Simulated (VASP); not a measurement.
Input of a VASP 6.6.1 run:

The input INCAR:

```
  ALGO = Normal
  EDIFF = 1E-6
  ENCUT = 500
  GGA = PS
  GGA_COMPAT = F
  ISIF = 2
  ISMEAR = -1
  LASPH = T
  LCHARG = F
  LREAL = F
  LWAVE = F
  NBANDS = 15
  NELM = 120
  PREC = Accurate
  SIGMA = 0.001
```

Contents of KPOINTS:

```
k-points
0
Gamma
  4 4 4
```

File POSCAR:

```
RbCl
1.0
    0.0000000000      3.3057264139      3.3057264139
    3.3057264139      0.0000000000      3.3057264139
    3.3057264139      3.3057264139      0.0000000000
Rb Cl
1 1
Direct
    0.0000000000      0.0000000000      0.0000000000
    0.5000000000      0.5000000000      0.5000000000
```

Potentials or basis: VASP PAW PBE potentials, release 64 (Rb_sv, Cl).

Command:

```bash
$ cat potpaw_PBE.64/Rb_sv/POTCAR potpaw_PBE.64/Cl/POTCAR > POTCAR
$ mpirun -np 1 vasp_std > vasp.out
```

Problem. What does it give for the pressure?

Solution. -0.5 GPa.

Problem. Estimate the band gap on the k mesh.

Solution. 4.80 eV.

Caveat: the PAW data sets were made with another functional, which shifts forces and pressure a little. A hybrid or GW would open this gap; PBEsol tends to underestimate it.
